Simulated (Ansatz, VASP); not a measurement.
This is a calculation of ZnS for VASP 6.6.1.

The input INCAR:

```
SYSTEM = ZnS
PREC = Accurate
ENCUT = 520
EDIFF = 1E-7
ISMEAR = -1
SIGMA = 0.05
LREAL = .False.
LASPH = .True.
NELM = 80
ALGO = Normal
ISIF = 2
LWAVE = .False.
LCHARG = .False.
GGA = PS
NBANDS = 26
```

The input KPOINTS:

```
Automatic mesh
0
Gamma
  7 7 4
  0 0 0
```

Contents of POSCAR:

```
ZnS
1.0
    3.8110000000      0.0000000000      0.0000000000
   -1.9055000000      3.3004228138      0.0000000000
    0.0000000000      0.0000000000      6.2963400000
Zn S
2 2
Direct
    0.6666666667      0.3333333333      0.5000000000
    0.3333333333      0.6666666667      0.0000000000
    0.6666666667      0.3333333333      0.8850000000
    0.3333333333      0.6666666667      0.3850000000
```

Potentials or basis: VASP PAW PBE potentials, release 64 (Zn, S).

Command:

```bash
$ cat potpaw_PBE.64/Zn/POTCAR potpaw_PBE.64/S/POTCAR > POTCAR
$ mpirun -np 1 vasp_std > vasp.out
```

Q: Translate it to Ansatz 0.2.0. Potentials there: Ansatz PAW.

A: As run (the cutoff follows the program's own potentials):

Contents of input.yaml:

```yaml
crystal:
  lattice:
    - [3.811, 0.0, 0.0]
    - [-1.9055, 3.3004228138, 0.0]
    - [0.0, 0.0, 6.29634]
  atoms:
    - { symbol: Zn, position: [0.6666666667, 0.3333333333, 0.5] }
    - { symbol: Zn, position: [0.3333333333, 0.6666666667, 0.0] }
    - { symbol: S, position: [0.6666666667, 0.3333333333, 0.885] }
    - { symbol: S, position: [0.3333333333, 0.6666666667, 0.385] }
hamiltonian:
  xc: pbesol
  pseudopotentials: { kind: paw }
kpoints:
  mp_grid: { grid: [7, 7, 4] }
scf:
  occupations: { method: fermi_dirac, width: 0.05 }
output:
  forces: true
  stress: true
  eigenvalues: true
```

Potentials or basis: Ansatz PAW.

Launch:

```bash
$ ansatz run input.yaml --threads 1 --pin off --max-ram 3584MiB --backend cpu --events-out ev --progress --plain --runs-dir out
```

Both were run:

|  | VASP | Ansatz | Ansatz less VASP |
| --- | --- | --- | --- |
| gap on the k mesh at the Fermi level (eV) | 2.07 | 2.06 | -0.005 |
| least direct gap on the mesh (eV) | 2.07 | 2.06 | -0.005 |
| pressure (GPa) | -1.7 | -1.9 | -0.18 |
| traceless stress, the component that is largest in VASP (GPa) | -1.93 | -1.91 | +0.019 |
| rms of the force components (eV/Å) | 0.194 | 0.193 | -0.0017 |

VASP's potentials were made for PBE, not for PBEsol. Atom by atom the forces differ by 0.002 eV/Å (rms over components).

Noted on Ansatz's run: odd divisions of the mesh miss points on the zone boundary, where band edges often lie, so the gap on the mesh can be too wide.
